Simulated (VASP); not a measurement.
# GaN (P6_3mc) in VASP: notebook

Runs on GaN. Level: r2SCAN. Tasks: single point.

Everything below comes from runs of VASP 6.6.1. Logs are shortened: lines on timing, memory, paths and dates and some standing lists are left out, and cuts for length are marked.

**1. The cell of the first run**

Symmetry: P6_3mc, No. 186, hexagonal system. The conventional cell has a = 3.215 Å, b = 3.215 Å, c = 5.152 Å, α = 90.00°, β = 90.00°, γ = 120.00°. Ga (site symmetry 3m) has 4 N at 1.94 to 1.96 Å within 2.6 Å. N (site symmetry 3m) has 4 Ga at 1.94 to 1.96 Å within 2.6 Å.

**2. Single point, r2SCAN (in-plane strain +0.01)**

File POSCAR:

```
GaN
1.0
    3.2149335838      0.0000000000      0.0000000000
   -1.6074667919      2.7842141550      0.0000000000
    0.0000000000      0.0000000000      5.1524771957
Ga N
2 2
Direct
    0.3333333333      0.6666666667     -0.0008903618
    0.6666666667      0.3333333333      0.4991096382
    0.3333333333      0.6666666667      0.3758903618
    0.6666666667      0.3333333333      0.8758903618
```

File INCAR.step1:

```
  ALGO = Normal
  EDIFF = 1E-4
  ENCUT = 520
  GGA = PE
  ISMEAR = 0
  LASPH = True
  LCHARG = False
  LREAL = False
  LWAVE = True
  NBANDS = 26
  NELM = 100
  PREC = Accurate
  SIGMA = 0.01
```

File INCAR.step2:

```
  ALGO = Normal
  EDIFF = 1E-6
  ENCUT = 520
  ISIF = 2
  ISMEAR = 0
  ISTART = 1
  LASPH = True
  LCHARG = True
  LELF = True
  LMIXTAU = True
  LREAL = False
  LVHAR = True
  LWAVE = False
  METAGGA = R2SCAN
  NBANDS = 26
  NELM = 100
  PREC = Accurate
  SIGMA = 0.01
```

File KPOINTS:

```
k-points
0
Gamma
  8 8 4
```

Potentials or basis: VASP PAW PBE potentials, release 64 (Ga_d, N).

On the command line:

```bash
cat potpaw_PBE.64/Ga_d/POTCAR potpaw_PBE.64/N/POTCAR > POTCAR
cp INCAR.step1 INCAR
mpirun -np 1 vasp_std > vasp.out
cp INCAR.step2 INCAR
mpirun -np 1 vasp_std > vasp.out
```

OUTCAR:

```text
EDIFF = 1E-6
   ENCUT = 520
   ISIF = 2
   ISMEAR = 0
   ISTART = 1
   LASPH = True
   LREAL = False
   METAGGA = R2SCAN
   NELM = 100
   PREC = Accurate

 ion  position               nearest neighbor table
   1  0.333  0.667  0.999-   3 1.94   4 1.96   4 1.96   4 1.96
   2  0.667  0.333  0.499-   4 1.94   3 1.96   3 1.96   3 1.96
   3  0.333  0.667  0.376-   1 1.94   2 1.96   2 1.96   2 1.96
   4  0.667  0.333  0.876-   2 1.94   1 1.96   1 1.96   1 1.96

  LATTYP: Found a hexagonal cell.
 ALAT       =     3.2149335838
 C/A-ratio  =     1.6026698721

  Lattice vectors:

 A1 = (   3.2149335838,   0.0000000000,   0.0000000000)
 A2 = (  -1.6074667919,   2.7842141550,   0.0000000000)
 A3 = (   0.0000000000,   0.0000000000,   5.1524771957)

Analysis of symmetry for initial positions (statically):
=====================================================================
 Subroutine PRICEL returns:
 Original cell was already a primitive cell.

 Routine SETGRP: Setting up the symmetry group for a
 hexagonal supercell.

 Subroutine GETGRP returns: Found 12 space group operations
 (whereof  6 operations were pure point group operations)
 out of a pool of 24 trial point group operations.

The static configuration has the point symmetry C_3v.
 The point group associated with its full space group is C_6v.

Analysis of symmetry for dynamics (positions and initial velocities):
=====================================================================
 Subroutine PRICEL returns:
 Original cell was already a primitive cell.

 Routine SETGRP: Setting up the symmetry group for a
 hexagonal supercell.

 Subroutine GETGRP returns: Found 12 space group operations
 (whereof  6 operations were pure point group operations)
 out of a pool of 24 trial point group operations.

The dynamic configuration has the point symmetry C_3v.
 The point group associated with its full space group is C_6v.

 Subroutine INISYM returns: Found 12 space group operations
 (whereof  6 operations are pure point group operations),
 and found     1 'primitive' translations

----------------------------------------------------------------------------------------

                                     Primitive cell

  volume of cell :      46.1202

  direct lattice vectors                    reciprocal lattice vectors
[... 90 lines left out ...]
   NELM   =    100;   NELMIN=  2; NELMDL=  0     # of ELM steps
   EDIFF  = 0.1E-05   stopping-criterion for ELM
   LREAL  =      F    real-space projection
   EDIFFG = 0.1E-04   stopping-criterion for IOM
   NSW    =      0    number of steps for IOM
   IBRION =     -1    ionic relax: 0-MD 1-quasi-New 2-CG
   NFREE  =      0    steps in history (QN), initial steepest desc. (CG)
   ISIF   =      2    stress and relaxation
   ISYM   =      2    0-nonsym 1-usesym 2-fastsym
   POTIM  = 0.5000    time-step for ionic-motion
   TEBEG  =    0.0;   TEEND  =   0.0 temperature during run
   PSTRESS=    0.0 pullay stress
   NELECT =      36.0000    total number of electrons
   NUPDOWN=      -1.0000    fix difference up-down
   EMIN   =  10.00;   EMAX   =-10.00  energy-range for DOS
   EFERMI =   0.00;   METHOD = LEGACY
   ISMEAR =     0;   SIGMA  =   0.01  broadening in eV -4-tet -1-fermi 0-gaus
   EFERMI_NEDOS =   21; number of points for ismear=-14 and -15
   IALGO  =     38    algorithm
   IMIX   =      4    mixing-type and parameters
     AMIX     =   0.40;   BMIX     =  1.00
     AMIX_MAG =   1.60;   BMIX_MAG =  1.00
  volume/ion in A,a.u.               =      11.53        77.81
  Fermi-wavevector in a.u.,A,eV,Ry     =   1.507343  2.848465 30.913565  2.272083
  Thomas-Fermi vector in A             =   2.617942
   LORBIT       =      0    0 simple, 1 ext, 2 COOP (PROOUT), +10 PAW based schemes
   METAGGA = R2SCAN    functional components
   LHFCALC =     F    Hartree Fock is set to
   AEXX    =    0.0000 exact exchange contribution
   IVDW    =     0    specifies the selected vdW correction
   LEPSILON=     F    determine dielectric tensor
   LRPA    =     F    only Hartree local field effects (RPA)
 non-spin polarized calculation
 Gauss-broadening in eV      SIGMA  =   0.01
  energy-cutoff  :      520.00
  volume of cell :       46.12
 maximum number of plane-waves:      1260
 NGX is ok and might be reduce to    24
   NGX = 11   NGY = 11   NGZ = 19

 number of electron      35.9999976 magnetization

 Free energy of the ion-electron system (eV)
  ---------------------------------------------------
  ext. energy  EPLUGINS =         0.00000000
  ---------------------------------------------------
  free energy    TOTEN  =       -43.81065299 eV

  energy without entropy =      -43.81065299  energy(sigma->0) =      -43.81065299

 E-fermi :   5.0036     XC(G=0): -12.5808

 val. band max:        4.9497312058   @ k =   0.0000   0.0000   0.0000
 cond. band min:       7.2180242446   @ k =   0.0000   0.0000   0.0000
 fundamental gap:      2.2682930389
 Fermi energy:         5.0036078155

 k-point     1 :       0.0000    0.0000    0.0000
  band No.  band energies     occupation
      1     -11.7421      2.00000
      2     -10.7620      2.00000
      3      -8.8685      2.00000
      4      -8.8485      2.00000
      5      -8.8485      2.00000
      6      -8.7792      2.00000
[... 685 lines left out ...]
     25      17.7112      0.00000
     26      17.7112      0.00000

 [... further k-points ...]

------------------------ aborting loop because EDIFF is reached ----------------------------------------

  FORCE on cell =-STRESS in cart. coord.  units (eV):
  Direction    XX          YY          ZZ          XY          YZ          ZX
  --------------------------------------------------------------------------------------
  -------------------------------------------------------------------------------------
  Total       -1.0459255     -1.0459255      0.7090672      0.0000000      0.0000000      0.0000000
  in kB      -36.3346184    -36.3346184     24.6324305      0.0000000      0.0000000      0.0000000
  external PRESSURE =     -16.0122688 kB  Pullay stress =       0.0000000 kB

 VOLUME and BASIS-vectors are now :
 -----------------------------------------------------------------------------
  energy-cutoff  :      520.00
  volume of cell :       46.12
      direct lattice vectors                 reciprocal lattice vectors
     3.214933584  0.000000000  0.000000000     0.311048416  0.179583887  0.000000000
    -1.607466792  2.784214155  0.000000000     0.000000000  0.359167774  0.000000000
     0.000000000  0.000000000  5.152477196     0.000000000  0.000000000  0.194081402

 POSITION                                       TOTAL-FORCE (eV/Angst)
 -----------------------------------------------------------------------------------
     -0.00000      1.85614      5.14789        -0.000000     -0.000000     -0.167951
      1.60747      0.92807      2.57165         0.000000      0.000000     -0.167951
     -0.00000      1.85614      1.93677         0.000000     -0.000000      0.167951
      1.60747      0.92807      4.51301        -0.000000      0.000000      0.167951
 -----------------------------------------------------------------------------------
    total drift:                                0.000002      0.000004      0.020856

  FREE ENERGIE OF THE ION-ELECTRON SYSTEM (eV)
  ---------------------------------------------------
  free  energy   TOTEN  =       -43.8106529914 eV

  energy  without entropy=      -43.8106529914  energy(sigma->0) =      -43.81065299
```

OSZICAR.step1:

```text
N       E                     dE             d eps       ncg     rms          rms(c)
DAV:   1     0.277821891510E+03    0.27782E+03   -0.17653E+04  1706   0.257E+03
DAV:   2     0.859211396321E+01   -0.26923E+03   -0.25397E+03  1648   0.492E+02
DAV:   3    -0.270839479823E+02   -0.35676E+02   -0.35135E+02  1906   0.144E+02
DAV:   4    -0.282725293859E+02   -0.11886E+01   -0.11835E+01  1774   0.280E+01
DAV:   5    -0.282993921859E+02   -0.26863E-01   -0.26840E-01  1920   0.412E+00    0.109E+01
DAV:   6    -0.242312581769E+02    0.40681E+01   -0.99385E+00  2596   0.487E+01    0.307E+00
DAV:   7    -0.243250882450E+02   -0.93830E-01   -0.13780E+00  1652   0.899E+00    0.270E+00
DAV:   8    -0.243203342152E+02    0.47540E-02   -0.14579E-01  2546   0.491E+00    0.814E-01
DAV:   9    -0.243064325531E+02    0.13902E-01   -0.44700E-02  2544   0.358E+00    0.357E-01
DAV:  10    -0.243069747493E+02   -0.54220E-03   -0.46794E-03  1660   0.422E-01    0.779E-02
DAV:  11    -0.243069547874E+02    0.19962E-04   -0.30164E-04  1702   0.344E-01
   1 F= -.24306955E+02 E0= -.24306955E+02  d E =-.145118E-36
```

Wall time 2.9 min (1 thread of Intel Xeon 8259CL, shared host); peak memory 0.18 GiB.

Results:

```yaml
Free_energy: -43.8107 eV
Pressure: -1.6 GPa
Largest_force: 0.168 eV/Å
Band_gap_on_the_k_mesh: 2.27 eV
```

Forces in eV/Å, atoms in the order of the input:
```
Ga   0.000  0.000 -0.168
Ga   0.000  0.000 -0.168
N    0.000  0.000  0.168
N    0.000  0.000  0.168
```

Stress tensor (GPa, compression positive):
```
-3.63  0.00  0.00
 0.00 -3.63  0.00
 0.00  0.00  2.46
```

Caveat: the cell differs from its parent crystal (in-plane strain +0.01); the PAW data sets were made with another functional, which shifts forces and pressure a little.

**3. Single point, r2SCAN (film at in-plane strain +0.01)**

File POSCAR:

```
GaN
1.0
    3.2149335838      0.0000000000      0.0000000000
   -1.6074667919      2.7842141550      0.0000000000
    0.0000000000      0.0000000000      5.1590415469
Ga N
2 2
Direct
    0.3333333333      0.6666666667     -0.0020697959
    0.6666666667      0.3333333333      0.4979302041
    0.3333333333      0.6666666667      0.3770697959
    0.6666666667      0.3333333333      0.8770697959
```

File INCAR.step1:

```
PREC = Accurate
ENCUT = 520
ISMEAR = 0
SIGMA = 0.01
LREAL = F
LASPH = T
NELM = 60
NBANDS = 26
GGA = PE
ALGO = Normal
EDIFF = 1E-4
LWAVE = T
LCHARG = F
```

File INCAR.step2:

```
PREC = Accurate
ENCUT = 520
EDIFF = 1E-6
ISMEAR = 0
SIGMA = 0.01
LREAL = F
LASPH = T
NELM = 60
ALGO = Normal
ISIF = 2
LWAVE = F
LCHARG = T
METAGGA = R2SCAN
LMIXTAU = T
LELF = T
LVHAR = T
NBANDS = 26
ISTART = 1
```

File KPOINTS:

```
Automatic mesh
0
Gamma
  8 8 4
```

Potentials or basis: VASP PAW PBE potentials, release 64 (Ga_d, N).

On the command line:

```bash
cat potpaw_PBE.64/Ga_d/POTCAR potpaw_PBE.64/N/POTCAR > POTCAR
cp INCAR.step1 INCAR
mpirun -np 1 vasp_std > vasp.out
cp INCAR.step2 INCAR
mpirun -np 1 vasp_std > vasp.out
```

Wall time 3.1 min (1 thread of Intel Xeon 8259CL, shared host); peak memory 0.18 GiB.

It converged, with:

- Free energy: -43.8134 eV
- Pressure: -1.9 GPa
- Largest force: 0.009 eV/Å
- Band gap on the k mesh: 2.24 eV

Forces on the atoms (eV/Å):
```
Ga   0.000  0.000 -0.009
Ga   0.000  0.000 -0.009
N    0.000  0.000  0.009
N    0.000  0.000  0.009
```

Stress tensor (GPa, compression positive):
```
-3.29  0.00  0.00
 0.00 -3.29  0.00
 0.00  0.00  0.91
```

Levels at points of the mesh, in eV from the valence-band top:
| k point | band 14 | band 15 | band 16 | band 17 | band 18 | band 19 | band 20 | band 21 | band 22 | band 23 |
| --- | --- | --- | --- | --- | --- | --- | --- | --- | --- | --- |
| (0.00, 0.00, 0.00) | -1.14 | -1.14 | -0.05 | -0.05 | 0.00 | 2.24 | 4.53 | 9.96 | 10.34 | 10.34 |
| (0.50, 0.00, 0.00) | -5.33 | -4.23 | -2.87 | -2.19 | -1.04 | 5.40 | 6.01 | 6.60 | 9.24 | 10.98 |
| (0.00, 0.00, 0.50) | -3.83 | -0.61 | -0.61 | -0.61 | -0.61 | 4.59 | 4.59 | 9.13 | 9.13 | 10.86 |
| (0.50, 0.00, 0.50) | -6.67 | -2.03 | -2.03 | -1.87 | -1.87 | 4.86 | 4.86 | 8.31 | 8.31 | 10.65 |

Caveat: the cell differs from its parent crystal (film at in-plane strain +0.01); the PAW data sets were made with another functional, which shifts forces and pressure a little.

**4. Single point, r2SCAN (in-plane strain +0.02, then relaxed in part)**

File POSCAR:

```
GaN
1.0
    3.2467646093      0.0000000000      0.0000000000
   -1.6233823047      2.8117806318      0.0000000000
    0.0000000000      0.0000000000      5.1346873885
Ga N
2 2
Direct
    0.3333333333      0.6666666667     -0.0031889342
    0.6666666667      0.3333333333      0.4968110658
    0.3333333333      0.6666666667      0.3781889342
    0.6666666667      0.3333333333      0.8781889342
```

File INCAR.step1:

```
  PREC = Accurate
  ENCUT = 520
  ISMEAR = 0
  SIGMA = 0.01
  LREAL = False
  LASPH = True
  NELM = 100
  NBANDS = 26
  GGA = PE
  ALGO = Normal
  EDIFF = 1E-4
  LWAVE = True
  LCHARG = False
```

File INCAR.step2:

```
  PREC = Accurate
  ENCUT = 520
  EDIFF = 1E-6
  ISMEAR = 0
  SIGMA = 0.01
  LREAL = False
  LASPH = True
  NELM = 100
  ALGO = Normal
  ISIF = 2
  LWAVE = False
  LCHARG = False
  METAGGA = R2SCAN
  LMIXTAU = True
  NBANDS = 26
  ISTART = 1
```

File KPOINTS:

```
regular mesh
0
Gamma
  8 8 4
```

On the command line:

```bash
cat potpaw_PBE.64/Ga_d/POTCAR potpaw_PBE.64/N/POTCAR > POTCAR
cp INCAR.step1 INCAR
mpirun -np 1 vasp_std > vasp.out
cp INCAR.step2 INCAR
mpirun -np 1 vasp_std > vasp.out
```

Wall time 3 min (1 thread of Intel Xeon 8259CL, shared host); peak memory 0.19 GiB.

Results (log left out):

```
Free energy            : -43.7824 eV
Pressure               : -4.6 GPa
Largest force          : 0.015 eV/Å
Band gap on the k mesh : 2.09 eV
```

Forces on the atoms (eV/Å):
```
Ga   0.000  0.000 -0.015
Ga   0.000  0.000 -0.015
N    0.000  0.000  0.015
N    0.000  0.000  0.015
```

Stress tensor (GPa, compression positive):
```
-7.40  0.00  0.00
 0.00 -7.40  0.00
 0.00  0.00  0.89
```

Levels at points of the mesh, in eV from the valence-band top:
| k point | band 15 | band 16 | band 17 | band 18 | band 19 | band 20 | band 21 | band 22 |
| --- | --- | --- | --- | --- | --- | --- | --- | --- |
| (0.00, 0.00, 0.00) | -1.24 | -0.12 | -0.12 | 0.00 | 2.09 | 4.22 | 9.93 | 10.08 |
| (0.50, 0.00, 0.00) | -4.20 | -2.93 | -2.18 | -1.08 | 5.19 | 5.87 | 6.63 | 9.10 |
| (0.00, 0.00, 0.50) | -0.69 | -0.69 | -0.69 | -0.69 | 4.39 | 4.39 | 9.06 | 9.06 |
| (0.50, 0.00, 0.50) | -2.08 | -2.08 | -1.82 | -1.82 | 4.79 | 4.79 | 8.18 | 8.18 |

Caveat: the cell differs from its parent crystal (in-plane strain +0.02, then relaxed in part); the cell stands under tension; the PAW data sets were made with another functional, which shifts forces and pressure a little.

**5. The runs side by side**

```csv
cell,gap on the mesh (eV),pressure (GPa),largest force (eV/Å)
"a = 3.215, b = 3.215, c = 5.152 Å, angles 90.0, 90.0, 120.0°, 4 atoms, atomic positions A",2.27,-1.6,0.17
"a = 3.215, b = 3.215, c = 5.159 Å, angles 90.0, 90.0, 120.0°, 4 atoms, atomic positions B",2.24,-1.9,0.01
"a = 3.247, b = 3.247, c = 5.135 Å, angles 90.0, 90.0, 120.0°, 4 atoms, atomic positions B",2.09,-4.6,0.02
```

Alike in all rows: task single point; level r2SCAN; potentials or basis VASP PAW PBE potentials, release 64 (Ga_d, N); no spin polarisation; k mesh 8 × 8 × 4; cutoff (eV) 520; smearing gaussian 0.01 eV.

Caveats: the PAW data sets were made with another functional, which shifts forces and pressure a little; the cell stands under tension (at least some runs).

Total energies depend on the potentials used, so only differences within one code and one set of settings carry meaning.
